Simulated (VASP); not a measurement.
# N in VASP: single point with PBE

Aim: the single point of N with PBE.

All numbers are computed with VASP 6.6.1; they aren't measurements. Logs are shortened: lines on timing, memory, paths and dates and some standing lists are left out, and cuts for length are marked.

### Step 1. The cell of the first run

The typed cell holds 8 atoms: a = 6.110 Å, b = 6.110 Å, c = 6.110 Å, α = 90.00°, β = 90.00°, γ = 90.00°.

### Step 2. Single point, PBE

The input, INCAR:

```
PREC = Accurate
ENCUT = 910
EDIFF = 1E-6
ISMEAR = 0
SIGMA = 0.02
LREAL = F
LASPH = T
NELM = 120
ALGO = Normal
ISIF = 2
LWAVE = F
LCHARG = F
GGA = PE
NBANDS = 30
GGA_COMPAT = F
```

The input, KPOINTS:

```
regular mesh
0
Gamma
  4 4 4
```

The input, POSCAR:

```
N
1.0
    6.1100808470      0.0000000000      0.0000000000
    0.0000000000      6.1100808470      0.0000000000
    0.0000000000      0.0000000000      6.1100808470
N
8
Direct
    0.0520826981      0.0520826981      0.0520826981
    0.4479173019      0.9479173019      0.5520826981
    0.5520826981      0.4479173019      0.9479173019
    0.9479173019      0.5520826981      0.4479173019
    0.9479671705      0.9479671705      0.9479671705
    0.5520328295      0.0520328295      0.4479671705
    0.4479671705      0.5520328295      0.0520328295
    0.0520328295      0.4479671705      0.5520328295
```

Potentials or basis: VASP PAW PBE potentials, release 64 (N_h).

Launch:

```sh
> cat potpaw_PBE.64/N_h/POTCAR > POTCAR
> mpirun -np 1 vasp_std > vasp.out
```

OUTCAR:

```text
PREC = Accurate
   ENCUT = 910
   EDIFF = 1E-6
   ISMEAR = 0
   LREAL = F
   LASPH = T
   NELM = 120
   ISIF = 2
   GGA = PE

 ion  position               nearest neighbor table
   1  0.052  0.052  0.052-   5 1.10
   2  0.448  0.948  0.552-   6 1.10
   3  0.552  0.448  0.948-   7 1.10
   4  0.948  0.552  0.448-   8 1.10
   5  0.948  0.948  0.948-   1 1.10
   6  0.552  0.052  0.448-   2 1.10
   7  0.448  0.552  0.052-   3 1.10
   8  0.052  0.448  0.552-   4 1.10

  LATTYP: Found a simple cubic cell.
 ALAT       =     6.1100808470

  Lattice vectors:

 A1 = (   6.1100808470,   0.0000000000,   0.0000000000)
 A2 = (   0.0000000000,   6.1100808470,   0.0000000000)
 A3 = (   0.0000000000,   0.0000000000,   6.1100808470)

Analysis of symmetry for initial positions (statically):
=====================================================================
 Subroutine PRICEL returns:
 Original cell was already a primitive cell.

 Routine SETGRP: Setting up the symmetry group for a
 simple cubic supercell.

 Subroutine GETGRP returns: Found 12 space group operations
 (whereof  3 operations were pure point group operations)
 out of a pool of 48 trial point group operations.

The static configuration has the point symmetry C_3 .
 The point group associated with its full space group is T   .

Analysis of symmetry for dynamics (positions and initial velocities):
=====================================================================
 Subroutine PRICEL returns:
 Original cell was already a primitive cell.

 Routine SETGRP: Setting up the symmetry group for a
 simple cubic supercell.

 Subroutine GETGRP returns: Found 12 space group operations
 (whereof  3 operations were pure point group operations)
 out of a pool of 48 trial point group operations.

The dynamic configuration has the point symmetry C_3 .
 The point group associated with its full space group is T   .

 Subroutine INISYM returns: Found 12 space group operations
 (whereof  3 operations are pure point group operations),
 and found     1 'primitive' translations

----------------------------------------------------------------------------------------

                                     Primitive cell

  volume of cell :     228.1082

  direct lattice vectors                    reciprocal lattice vectors
     6.110080847  0.000000000  0.000000000     0.163663956  0.000000000  0.000000000
     0.000000000  6.110080847  0.000000000     0.000000000  0.163663956  0.000000000
     0.000000000  0.000000000  6.110080847     0.000000000  0.000000000  0.163663956

  length of vectors
     6.110080847  6.110080847  6.110080847     0.163663956  0.163663956  0.163663956

  position of ions in fractional coordinates (direct lattice)
     0.052082698  0.052082698  0.052082698
     0.447917302  0.947917302  0.552082698
     0.552082698  0.447917302  0.947917302
     0.947917302  0.552082698  0.447917302
     0.947967171  0.947967171  0.947967171
     0.552032829  0.052032829  0.447967171
     0.447967171  0.552032829  0.052032829
     0.052032829  0.447967171  0.552032829

  ion indices of the primitive-cell ions
   primitive index   ion index
                 1           1
                 2           2
                 3           3
                 4           4
                 5           5
                 6           6
                 7           7
                 8           8

----------------------------------------------------------------------------------------

 KPOINTS: regular mesh

Automatic generation of k-mesh.
 Grid dimensions read from file:
 generate k-points for:    4    4    4

 Generating k-lattice:

  Cartesian coordinates                     Fractional coordinates (reciprocal lattice)
     0.040915989  0.000000000  0.000000000     0.250000000  0.000000000  0.000000000
     0.000000000  0.040915989  0.000000000     0.000000000  0.250000000  0.000000000
     0.000000000  0.000000000  0.040915989     0.000000000  0.000000000  0.250000000

  Length of vectors
     0.040915989  0.040915989  0.040915989

  Shift w.r.t. Gamma in fractional coordinates (k-lattice)
     0.000000000  0.000000000  0.000000000

 Subroutine IBZKPT returns following result:
 ===========================================

 Found     11 irreducible k-points:

 Following reciprocal coordinates:
            Coordinates               Weight
  0.000000  0.000000  0.000000      1.000000
  0.250000  0.000000  0.000000      6.000000
  0.500000  0.000000  0.000000      3.000000
  0.250000  0.250000  0.000000     12.000000
  0.500000  0.250000  0.000000      6.000000
 -0.250000  0.500000  0.000000      6.000000
  0.500000  0.500000  0.000000      3.000000
  0.250000  0.250000  0.250000      8.000000
  0.500000  0.250000  0.250000     12.000000
  0.500000  0.500000  0.250000      6.000000
  0.500000  0.500000  0.500000      1.000000
   k-points           NKPTS =     11   k-points in BZ     NKDIM =     11   number of bands    NBANDS=     30
   number of dos      NEDOS =    301   number of ions     NIONS =      8
   total plane-waves  NPLWV = 216000
   dimension x,y,z NGX =    60 NGY =   60 NGZ =   60
   dimension x,y,z NGXF=   120 NGYF=  120 NGZF=  120
   ions per type =               8
   NGX,Y,Z   is equivalent  to a cutoff of  16.33, 16.33, 16.33 a.u.
   NGXF,Y,Z  is equivalent  to a cutoff of  32.65, 32.65, 32.65 a.u.
 SYSTEM =  unknown system
   PREC   = accura    normal or accurate (medium, high low for compatibility)
   ISTART =      0    job   : 0-new  1-cont  2-samecut
   ICHARG =      2    charge: 1-file 2-atom 10-const
   ISPIN  =      1    spin polarized calculation?
   LNONCOLLINEAR =      F non collinear calculations
   LSORBIT =      F    spin-orbit coupling
   LASPH  =      T    aspherical Exc in radial PAW
   ENCUT  =  910.0 eV  66.88 Ry    8.18 a.u.  15.03 15.03 15.03*2*pi/ulx,y,z
   NELM   =    120;   NELMIN=  2; NELMDL= -5     # of ELM steps
   EDIFF  = 0.1E-05   stopping-criterion for ELM
   LREAL  =      F    real-space projection
   EDIFFG = 0.1E-04   stopping-criterion for IOM
   NSW    =      0    number of steps for IOM
   IBRION =     -1    ionic relax: 0-MD 1-quasi-New 2-CG
   NFREE  =      0    steps in history (QN), initial steepest desc. (CG)
   ISIF   =      2    stress and relaxation
   ISYM   =      2    0-nonsym 1-usesym 2-fastsym
   POTIM  = 0.5000    time-step for ionic-motion
   TEBEG  =    0.0;   TEEND  =   0.0 temperature during run
   PSTRESS=    0.0 pullay stress
   NELECT =      40.0000    total number of electrons
   NUPDOWN=      -1.0000    fix difference up-down
   EMIN   =  10.00;   EMAX   =-10.00  energy-range for DOS
   EFERMI =   0.00;   METHOD = LEGACY
   ISMEAR =     0;   SIGMA  =   0.02  broadening in eV -4-tet -1-fermi 0-gaus
   EFERMI_NEDOS =   21; number of points for ismear=-14 and -15
   IALGO  =     38    algorithm
   IMIX   =      4    mixing-type and parameters
     AMIX     =   0.40;   BMIX     =  1.00
     AMIX_MAG =   1.60;   BMIX_MAG =  1.00
  volume/ion in A,a.u.               =      28.51       192.42
  Fermi-wavevector in a.u.,A,eV,Ry     =   0.916321  1.731597 11.424065  0.839645
  Thomas-Fermi vector in A             =   2.041164
   LORBIT       =      0    0 simple, 1 ext, 2 COOP (PROOUT), +10 PAW based schemes
   GGA     = PE    functional components
   LHFCALC =     F    Hartree Fock is set to
   AEXX    =    0.0000 exact exchange contribution
   IVDW    =     0    specifies the selected vdW correction
   LEPSILON=     F    determine dielectric tensor
   LRPA    =     F    only Hartree local field effects (RPA)
 non-spin polarized calculation
 Gauss-broadening in eV      SIGMA  =   0.02
  energy-cutoff  :      910.00
  volume of cell :      228.11
 maximum number of plane-waves:     14328
   NGX = 31   NGY = 31   NGZ = 31

 number of electron      40.0000000 magnetization

 Free energy of the ion-electron system (eV)
  ---------------------------------------------------
  ext. energy  EPLUGINS =         0.00000000
  ---------------------------------------------------
  free energy    TOTEN  =       -67.38914314 eV

  energy without entropy =      -67.38914314  energy(sigma->0) =      -67.38914314

 E-fermi :  -6.9867     XC(G=0):  -5.6585

 val. band max:       -7.1494062026   @ k =   0.5000   0.0000   0.0000
 cond. band min:       0.5288913430   @ k =   0.0000   0.0000   0.0000
 fundamental gap:      7.6782975456
 Fermi energy:        -6.9866879425

 k-point     1 :       0.0000    0.0000    0.0000
  band No.  band energies     occupation
      1     -25.2232      2.00000
      2     -25.2011      2.00000
      3     -25.2011      2.00000
      4     -25.2011      2.00000
      5     -10.5825      2.00000
      6     -10.5825      2.00000
[... 22 lines left out ...]
     29       3.1747      0.00000
     30       5.7671      0.00000

 k-point     2 :       0.2500    0.0000    0.0000
  band No.  band energies     occupation
      1     -25.2200      2.00000
      2     -25.2043      2.00000
      3     -25.2011      2.00000
      4     -25.2010      2.00000
      5     -10.5812      2.00000
      6     -10.5810      2.00000
[... 22 lines left out ...]
     29       3.3179      0.00000
     30       4.8083      0.00000

 k-point     3 :       0.5000    0.0000    0.0000
  band No.  band energies     occupation
      1     -25.2121      2.00000
      2     -25.2121      2.00000
      3     -25.2010      2.00000
      4     -25.2010      2.00000
      5     -10.5797      2.00000
      6     -10.5797      2.00000
[... 253 lines left out ...]
     29       4.5413      0.00000
     30       4.5414      0.00000

 k-point    11 :       0.5000    0.5000    0.5000
  band No.  band energies     occupation
      1     -25.2065      2.00000
      2     -25.2065      2.00000
      3     -25.2065      2.00000
      4     -25.2065      2.00000
      5     -10.5764      2.00000
      6     -10.5764      2.00000
[... 22 lines left out ...]
     29       4.7031      0.00000
     30       4.7031      0.00000

------------------------ aborting loop because EDIFF is reached ----------------------------------------

  FORCE on cell =-STRESS in cart. coord.  units (eV):
  Direction    XX          YY          ZZ          XY          YZ          ZX
  --------------------------------------------------------------------------------------
  -------------------------------------------------------------------------------------
  Total       -0.1191501     -0.1191501     -0.1191501     -0.0000000     -0.0000000     -0.0000000
  in kB       -0.8368815     -0.8368815     -0.8368815     -0.0000000     -0.0000000     -0.0000000
  external PRESSURE =      -0.8368815 kB  Pullay stress =       0.0000000 kB

 VOLUME and BASIS-vectors are now :
 -----------------------------------------------------------------------------
  energy-cutoff  :      910.00
  volume of cell :      228.11
      direct lattice vectors                 reciprocal lattice vectors
     6.110080847  0.000000000  0.000000000     0.163663956  0.000000000  0.000000000
     0.000000000  6.110080847  0.000000000     0.000000000  0.163663956  0.000000000
     0.000000000  0.000000000  6.110080847     0.000000000  0.000000000  0.163663956

 POSITION                                       TOTAL-FORCE (eV/Angst)
 -----------------------------------------------------------------------------------
      0.31823      0.31823      0.31823         0.044729      0.044729      0.044729
      2.73681      5.79185      3.37327        -0.044729     -0.044729      0.044729
      3.37327      2.73681      5.79185         0.044729     -0.044729     -0.044729
      5.79185      3.37327      2.73681        -0.044729      0.044729     -0.044729
      5.79216      5.79216      5.79216        -0.044671     -0.044671     -0.044671
      3.37297      0.31792      2.73712         0.044671      0.044671     -0.044671
      2.73712      3.37297      0.31792        -0.044671      0.044671      0.044671
      0.31792      2.73712      3.37297         0.044671     -0.044671      0.044671
 -----------------------------------------------------------------------------------
    total drift:                                0.000000     -0.000000     -0.000000

  FREE ENERGIE OF THE ION-ELECTRON SYSTEM (eV)
  ---------------------------------------------------
  free  energy   TOTEN  =       -67.3891431427 eV

  energy  without entropy=      -67.3891431427  energy(sigma->0) =      -67.38914314
```

It took 2.8 min on 1 thread of AMD EPYC 7R43 (Zen 3), shared host; peak memory 0.5 GiB.

Results:

```yaml
Free_energy: -67.3891 eV
Pressure: -0.1 GPa
Largest_force: 0.077 eV/Å
Band_gap_on_the_k_mesh: 7.68 eV (least direct gap 7.69 eV)
```

Forces in eV/Å, atoms in the order of the input:
```
N    0.045  0.045  0.045
N   -0.045 -0.045  0.045
N    0.045 -0.045 -0.045
N   -0.045  0.045 -0.045
N   -0.045 -0.045 -0.045
N    0.045  0.045 -0.045
N   -0.045  0.045  0.045
N    0.045 -0.045  0.045
```

Levels at points of the mesh, in eV from the valence-band top:
```
           k point  band 18  band 19  band 20  band 21  band 22  band 23
(0.00, 0.00, 0.00)    -0.01    -0.01    -0.01     7.68     7.68     7.68
(0.50, 0.00, 0.00)    -0.22     0.00     0.00     7.84     7.84     8.10
(0.50, 0.50, 0.00)    -0.11    -0.11    -0.11     8.09     8.09     8.09
(0.50, 0.50, 0.50)    -0.13    -0.13    -0.13     8.10     8.10     8.10
```

Caveat: the cutoff is under 1.25 times the usual one of these potentials, so pressure, stress and relaxed cells hold a basis-set (Pulay) error; this functional lacks dispersion, which holds the molecules together, so the pressure and a relaxed volume are unreliable.
